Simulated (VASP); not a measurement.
# Al (P6/mmm) in VASP: a series of runs

The runs below take Al through single point, with PBE0, PBEsol-based global hybrid with 25 % exact exchange.

All numbers are computed with VASP 6.6.1; they aren't measurements. Logs are shortened: lines on timing, memory, paths and dates and some standing lists are left out, and cuts for length are marked.

### Step 1. The cell of the first run

Symmetry: P6/mmm, No. 191, hexagonal system. Conventional cell: a = 4.547 Å, b = 4.547 Å, c = 2.754 Å, α = 90.00°, β = 90.00°, γ = 120.00°. Within 3.5 Å of Al (site symmetry -6m2) lie 5 Al at 2.63 to 2.75 Å.

This isn't the form of Al at room conditions, which is fcc.

### Step 2. Single point, PBE0

Input file POSCAR:

```
Al
1.0
    4.5467300000      0.0000000000      0.0000000000
   -2.2733700000      3.9375800000      0.0000000000
    0.0000000000      0.0000000000      2.7539300000
Al
2
Direct
    0.3333300000      0.6666700000      0.5000000000
    0.6666700000      0.3333300000      0.5000000000
```

Input file INCAR.step1:

```
SYSTEM = Al
ALGO = Normal ; EDIFF = 1E-5
ENCUT = 520 ; GGA = PE
ISIF = 2 ; ISMEAR = -1
LASPH = .True. ; LCHARG = .False.
LREAL = .False. ; LWAVE = .True.
NBANDS = 10 ; NELM = 80
PREC = Accurate ; SIGMA = 0.05
```

Input file INCAR.step2:

```
SYSTEM = Al
AEXX = 0.25 ; ALGO = Normal
EDIFF = 1E-6 ; ENCUT = 520
GGA = PE ; ISIF = 2
ISMEAR = -1 ; ISTART = 1
LASPH = .True. ; LCHARG = .False.
LHFCALC = .True. ; LREAL = .False.
LWAVE = .False. ; NBANDS = 10
NELM = 80 ; PREC = Accurate
PRECFOCK = Normal ; SIGMA = 0.05
```

Input file KPOINTS:

```
k-points
0
Gamma
  4 4 5
  0 0 0
```

Potentials or basis: VASP PAW PBE potentials, release 64 (Al).

The run is started by

```console
cat potpaw_PBE.64/Al/POTCAR > POTCAR
cp INCAR.step1 INCAR
mpirun -np 1 vasp_std > vasp.out
cp INCAR.step2 INCAR
mpirun -np 1 vasp_std > vasp.out
```

OUTCAR:

```text
SYSTEM = Al
   AEXX = 0.25
   EDIFF = 1E-6
   ENCUT = 520
   GGA = PE
   ISIF = 2
   ISMEAR = -1
   ISTART = 1
   LASPH = .True.
   LHFCALC = .True.
   LREAL = .False.
   NELM = 80
   PREC = Accurate
   PRECFOCK = Normal

 ion  position               nearest neighbor table
   1  0.333  0.667  0.500-   2 2.63   2 2.63   2 2.63
   2  0.667  0.333  0.500-   1 2.63   1 2.63   1 2.63

  LATTYP: Found a hexagonal cell.
 ALAT       =     4.5467300000
 C/A-ratio  =     0.6056946421

  Lattice vectors:

 A1 = (   4.5467300000,   0.0000000000,   0.0000000000)
 A2 = (  -2.2733700000,   3.9375800000,   0.0000000000)
 A3 = (   0.0000000000,   0.0000000000,   2.7539300000)

Analysis of symmetry for initial positions (statically):
=====================================================================
 Subroutine PRICEL returns:
 Original cell was already a primitive cell.

 Routine SETGRP: Setting up the symmetry group for a
 hexagonal supercell.

 Subroutine GETGRP returns: Found  8 space group operations
 (whereof  8 operations were pure point group operations)
 out of a pool of 24 trial point group operations.

The static configuration has the point symmetry D_2h.

Analysis of symmetry for dynamics (positions and initial velocities):
=====================================================================
 Subroutine PRICEL returns:
 Original cell was already a primitive cell.

 Routine SETGRP: Setting up the symmetry group for a
 hexagonal supercell.

 Subroutine GETGRP returns: Found  8 space group operations
 (whereof  8 operations were pure point group operations)
 out of a pool of 24 trial point group operations.

The dynamic configuration has the point symmetry D_2h.

 Subroutine INISYM returns: Found  8 space group operations
 (whereof  8 operations are pure point group operations),
 and found     1 'primitive' translations

----------------------------------------------------------------------------------------

                                     Primitive cell

  volume of cell :      49.3039

  direct lattice vectors                    reciprocal lattice vectors
     4.546730000  0.000000000  0.000000000     0.219938285  0.126981826  0.000000000
    -2.273370000  3.937580000  0.000000000     0.000000000  0.253963094  0.000000000
     0.000000000  0.000000000  2.753930000     0.000000000  0.000000000  0.363117436

  length of vectors
     4.546730000  4.546729309  2.753930000     0.253963056  0.253963094  0.363117436

  position of ions in fractional coordinates (direct lattice)
     0.333330000  0.666670000  0.500000000
     0.666670000  0.333330000  0.500000000

  ion indices of the primitive-cell ions
   primitive index   ion index
                 1           1
                 2           2

----------------------------------------------------------------------------------------

 KPOINTS: k-points

Automatic generation of k-mesh.
 Grid dimensions read from file:
 generate k-points for:    4    4    5

 Generating k-lattice:

  Cartesian coordinates                     Fractional coordinates (reciprocal lattice)
     0.054984571  0.031745457  0.000000000     0.250000000  0.000000000  0.000000000
     0.000000000  0.063490774  0.000000000     0.000000000  0.250000000  0.000000000
     0.000000000  0.000000000  0.072623487     0.000000000  0.000000000  0.200000000

  Length of vectors
     0.063490764  0.063490774  0.072623487

  Shift w.r.t. Gamma in fractional coordinates (k-lattice)
     0.000000000  0.000000000  0.000000000

 Subroutine IBZKPT returns following result:
 ===========================================

 Found     21 irreducible k-points:

 Following reciprocal coordinates:
            Coordinates               Weight
  0.000000  0.000000  0.000000      1.000000
  0.250000 -0.000000  0.000000      4.000000
 -0.250000  0.250000  0.000000      2.000000
  0.500000 -0.000000  0.000000      2.000000
  0.500000  0.500000  0.000000      1.000000
  0.250000  0.250000  0.000000      2.000000
[... 13 lines left out ...]
  0.250000  0.250000  0.400000      4.000000
 -0.250000  0.500000  0.400000      8.000000
   k-points           NKPTS =     21   k-points in BZ     NKDIM =     80   number of bands    NBANDS=     10
   number of dos      NEDOS =    301   number of ions     NIONS =      2
   total plane-waves  NPLWV =  25920
   dimension x,y,z NGX =    36 NGY =   36 NGZ =   20
   dimension x,y,z NGXF=    72 NGYF=   72 NGZF=   40
   ions per type =               2
   NGX,Y,Z   is equivalent  to a cutoff of  13.16, 13.16, 12.07 a.u.
   NGXF,Y,Z  is equivalent  to a cutoff of  26.33, 26.33, 24.15 a.u.
 SYSTEM =  Al
   PREC   = accura    normal or accurate (medium, high low for compatibility)
   ISTART =      1    job   : 0-new  1-cont  2-samecut
   ICHARG =      0    charge: 1-file 2-atom 10-const
   ISPIN  =      1    spin polarized calculation?
   LNONCOLLINEAR =      F non collinear calculations
   LSORBIT =      F    spin-orbit coupling
   LASPH  =      T    aspherical Exc in radial PAW
   ENCUT  =  520.0 eV  38.22 Ry    6.18 a.u.   8.45  8.45  5.12*2*pi/ulx,y,z
   NELM   =     80;   NELMIN=  2; NELMDL=  0     # of ELM steps
   EDIFF  = 0.1E-05   stopping-criterion for ELM
   LREAL  =      F    real-space projection
   EDIFFG = 0.1E-04   stopping-criterion for IOM
   NSW    =      0    number of steps for IOM
   IBRION =     -1    ionic relax: 0-MD 1-quasi-New 2-CG
   NFREE  =      0    steps in history (QN), initial steepest desc. (CG)
   ISIF   =      2    stress and relaxation
   ISYM   =      3    0-nonsym 1-usesym 2-fastsym
   POTIM  = 0.5000    time-step for ionic-motion
   TEBEG  =    0.0;   TEEND  =   0.0 temperature during run
   PSTRESS=    0.0 pullay stress
   NELECT =       6.0000    total number of electrons
   NUPDOWN=      -1.0000    fix difference up-down
   EMIN   =  10.00;   EMAX   =-10.00  energy-range for DOS
   EFERMI =   0.00;   METHOD = LEGACY
   ISMEAR =    -1;   SIGMA  =   0.05  broadening in eV -4-tet -1-fermi 0-gaus
   EFERMI_NEDOS =   21; number of points for ismear=-14 and -15
   IALGO  =     38    algorithm
   IMIX   =      1    mixing-type and parameters
     AMIX     =   0.40;   BMIX     =  1.00
     AMIX_MAG =   1.60;   BMIX_MAG =  1.00
  volume/ion in A,a.u.               =      24.65       166.36
  Fermi-wavevector in a.u.,A,eV,Ry     =   0.811269  1.533076  8.954770  0.658157
  Thomas-Fermi vector in A             =   1.920597
   LORBIT       =      0    0 simple, 1 ext, 2 COOP (PROOUT), +10 PAW based schemes
   GGA     = PE    functional components
   LHFCALC =     T    Hartree Fock is set to
   PRECFOCK=normal    Normal, Fast or Accurate (Low or Medium for compatibility)
   ENCUT4O =  -1.0   cutoff for four orbital integrals eV
   NKREDX  =     1    reduce k-point grid by
   NKREDY  =     1    reduce k-point grid by
   NKREDZ  =     1    reduce k-point grid by
   AEXX    =    0.2500 exact exchange contribution
   HFSCREEN=    0.0000 screening length (either q_TF or 0.3 A-1)
   HFSCREENC=   0.0000 screening length for correlation (either q_TF or 0.3 A-1)
   ENCUTFOCK=  -1.0 apply spherical cutoff to Coloumb kernel
   IVDW    =     0    specifies the selected vdW correction
   LEPSILON=     F    determine dielectric tensor
   LRPA    =     F    only Hartree local field effects (RPA)
 non-spin polarized calculation
  energy-cutoff  :      520.00
  volume of cell :       49.30
 maximum number of plane-waves:      1354
 NGX is ok and might be reduce to    36
  NGX = 28; NGY = 28; NGZ = 16

 number of electron       6.0000000 magnetization

 Free energy of the ion-electron system (eV)
  ---------------------------------------------------
  ext. energy  EPLUGINS =         0.00000000
  ---------------------------------------------------
  free energy    TOTEN  =        -7.68321212 eV

  energy without entropy =       -7.67890921  energy(sigma->0) =       -7.68106067

 E-fermi :   3.9225     XC(G=0):  -6.7071

 val. band max:        3.2909987390   @ k =   0.0000   0.0000   0.2000
 cond. band min:       4.0421062963   @ k =  -0.2500   0.5000   0.4000
 fundamental gap:      0.7511075573
 Fermi energy:         3.9225175775

 k-point     1 :       0.0000    0.0000    0.0000
  band No.  band energies     occupation
      1      -6.5954      2.00000
      2       2.4478      2.00000
      3       2.4480      2.00000
      4       3.2782      1.99999
      5       6.8765      0.00000
      6       6.8767      0.00000
      7      10.2103      0.00000
      8      14.4929      0.00000
      9      15.0573      0.00000
     10      21.1756      0.00000

 k-point     2 :       0.2500   -0.0000    0.0000
  band No.  band energies     occupation
      1      -6.0063      2.00000
      2      -0.8942      2.00000
      3       1.7326      2.00000
      4       5.0992      0.00000
      5       8.2112      0.00000
      6       8.7640      0.00000
      7      12.9379      0.00000
      8      14.9487      0.00000
      9      15.0385      0.00000
     10      17.7905      0.00000

 k-point     3 :      -0.2500    0.2500    0.0000
  band No.  band energies     occupation
      1      -6.0063      2.00000
      2      -0.8941      2.00000
      3       1.7325      2.00000
      4       5.0991      0.00000
      5       8.2112      0.00000
      6       8.7641      0.00000
      7      12.9378      0.00000
      8      14.9487      0.00000
      9      15.0385      0.00000
     10      17.7905      0.00000

 k-point     4 :       0.5000   -0.0000    0.0000
  band No.  band energies     occupation
      1      -4.7976      2.00000
      2      -3.2271      2.00000
      3       1.2455      2.00000
      4       4.5850      0.00000
      5      12.0919      0.00000
      6      12.4434      0.00000
      7      12.5525      0.00000
      8      12.8822      0.00000
      9      15.8554      0.00000
     10      17.1393      0.00000

 k-point     5 :       0.5000    0.5000    0.0000
  band No.  band energies     occupation
      1      -4.7977      2.00000
      2      -3.2269      2.00000
      3       1.2454      2.00000
      4       4.5849      0.00000
      5      12.0918      0.00000
      6      12.4436      0.00000
      7      12.5524      0.00000
      8      12.8824      0.00000
      9      15.8553      0.00000
     10      17.1395      0.00000

 k-point     6 :       0.2500    0.2500    0.0000
  band No.  band energies     occupation
      1      -4.9114      2.00000
      2      -2.8152      2.00000
      3       0.1601      2.00000
      4       7.5306      0.00000
      5       7.7515      0.00000
      6      12.0474      0.00000
      7      13.1077      0.00000
      8      15.6385      0.00000
      9      15.7835      0.00000
     10      17.3740      0.00000
[... 144 lines left out ...]
 k-point    18 :       0.5000   -0.0000    0.4000
  band No.  band energies     occupation
      1      -1.3315      2.00000
      2       0.2642      2.00000
      3       3.0515      2.00000
      4       5.0896      0.00000
      5       5.0905      0.00000
      6       8.1804      0.00000
      7      10.1821      0.00000
      8      11.8735      0.00000
      9      15.2688      0.00000
     10      15.4965      0.00000

 k-point    19 :       0.5000    0.5000    0.4000
  band No.  band energies     occupation
      1      -1.3317      2.00000
      2       0.2644      2.00000
      3       3.0514      2.00000
      4       5.0894      0.00000
      5       5.0907      0.00000
      6       8.1803      0.00000
      7      10.1821      0.00000
      8      11.8734      0.00000
      9      15.2687      0.00000
     10      15.4967      0.00000

 k-point    20 :       0.2500    0.2500    0.4000
  band No.  band energies     occupation
      1      -1.4416      2.00000
      2       0.6879      2.00000
      3       2.9384      2.00000
      4       4.0430      0.16480
      5       5.4821      0.00000
      6       9.0097      0.00000
      7      10.8982      0.00000
      8      11.1261      0.00000
      9      14.5191      0.00000
     10      14.8336      0.00000

 k-point    21 :      -0.2500    0.5000    0.4000
  band No.  band energies     occupation
      1      -1.4416      2.00000
      2       0.6880      2.00000
      3       2.9383      2.00000
      4       4.0421      0.16760
      5       5.4822      0.00000
      6       9.0096      0.00000
      7      10.8980      0.00000
      8      11.1262      0.00000
      9      14.5193      0.00000
     10      14.8336      0.00000

------------------------ aborting loop because EDIFF is reached ----------------------------------------

  FORCE on cell =-STRESS in cart. coord.  units (eV):
  Direction    XX          YY          ZZ          XY          YZ          ZX
  --------------------------------------------------------------------------------------
  -------------------------------------------------------------------------------------
  Total       -0.2385980     -0.2384306      0.5200455      0.0001449      0.0000000      0.0000000
  in kB       -7.7534676     -7.7480281     16.8993683      0.0047081      0.0000000      0.0000000
  external PRESSURE =       0.4659575 kB  Pullay stress =       0.0000000 kB

 VOLUME and BASIS-vectors are now :
 -----------------------------------------------------------------------------
  energy-cutoff  :      520.00
  volume of cell :       49.30
      direct lattice vectors                 reciprocal lattice vectors
     4.546730000  0.000000000  0.000000000     0.219938285  0.126981826  0.000000000
    -2.273370000  3.937580000  0.000000000     0.000000000  0.253963094  0.000000000
     0.000000000  0.000000000  2.753930000     0.000000000  0.000000000  0.363117436

 POSITION                                       TOTAL-FORCE (eV/Angst)
 -----------------------------------------------------------------------------------
     -0.00003      2.62507      1.37696         0.000103     -0.000060      0.000000
      2.27339      1.31251      1.37696        -0.000103      0.000060     -0.000000
 -----------------------------------------------------------------------------------
    total drift:                               -0.000000     -0.000000     -0.000000

  FREE ENERGIE OF THE ION-ELECTRON SYSTEM (eV)
  ---------------------------------------------------
  free  energy   TOTEN  =        -7.6832121217 eV

  energy  without entropy=       -7.6789092117  energy(sigma->0) =       -7.68106067
```

It took 3 min on 1 thread of AMD EPYC 7R13 (Zen 3), shared host; peak memory 0.14 GiB.

What came out:

```
Free energy            : -7.6832 eV
Pressure               : 0.0 GPa
Band gap on the k mesh : zero (bands 3 and 4 overlap by 2.89 eV)
```

Caveat: the k points lie up to 0.46 Å⁻¹ apart, too coarse for converged energies and pressures of a metal; the PAW data sets were made with another functional, which shifts forces and pressure a little.

### Step 3. Single point, PBEsol-based global hybrid with 25 % exact exchange

POSCAR is that of step 2.

Input file INCAR.step1:

```
  ALGO = Normal
  EDIFF = 1E-5
  ENCUT = 520
  GGA = PE
  ISIF = 2
  ISMEAR = -1
  LASPH = True
  LREAL = False
  LWAVE = True
  NBANDS = 10
  NELM = 80
  PREC = Accurate
  SIGMA = 0.05
```

Input file INCAR.step2:

```
  AEXX = 0.25
  ALGO = Normal
  EDIFF = 1E-6
  ENCUT = 520
  GGA = PS
  ISIF = 2
  ISMEAR = -1
  ISTART = 1
  LASPH = True
  LCHARG = True
  LELF = True
  LHFCALC = True
  LREAL = False
  LVHAR = True
  LWAVE = False
  NBANDS = 10
  NELM = 80
  PREC = Accurate
  PRECFOCK = Normal
  SIGMA = 0.05
```

Input file KPOINTS:

```
k-points
0
Gamma
  4 4 5
```

Potentials or basis: VASP PAW PBE potentials, release 64 (Al).

The run is started by

```console
cat potpaw_PBE.64/Al/POTCAR > POTCAR
cp INCAR.step1 INCAR
mpirun -np 1 vasp_std > vasp.out
cp INCAR.step2 INCAR
mpirun -np 1 vasp_std > vasp.out
```

Wall time 2.6 min (1 thread of AMD EPYC 7R13 (Zen 3), shared host); peak memory 0.14 GiB.

Results (log left out):

```
Free energy            : -8.0265 eV
Pressure               : -0.6 GPa
Band gap on the k mesh : zero (bands 3 and 4 overlap by 2.91 eV)
```

Stress tensor (GPa, compression positive):
```
-1.40  0.00  0.00
 0.00 -1.40  0.00
 0.00  0.00  1.06
```

Levels at points of the mesh, in eV from the Fermi level:
```csv
k point,band 1,band 2,band 3,band 4,band 5,band 6,band 7
"(0.00, 0.00, 0.00)",-10.50,-1.45,-1.45,-0.64,2.95,2.95,6.17
"(0.50, 0.00, 0.00)",-8.70,-7.14,-2.66,0.62,8.17,8.49,8.64
"(0.50, 0.50, 0.00)",-8.70,-7.14,-2.66,0.62,8.17,8.49,8.64
```

Caveat: the k points lie up to 0.46 Å⁻¹ apart, too coarse for converged energies and pressures of a metal; the PAW data sets were made with another functional, which shifts forces and pressure a little.

The gap in the log of VASP goes by the Fermi energy; the results here count the filled bands.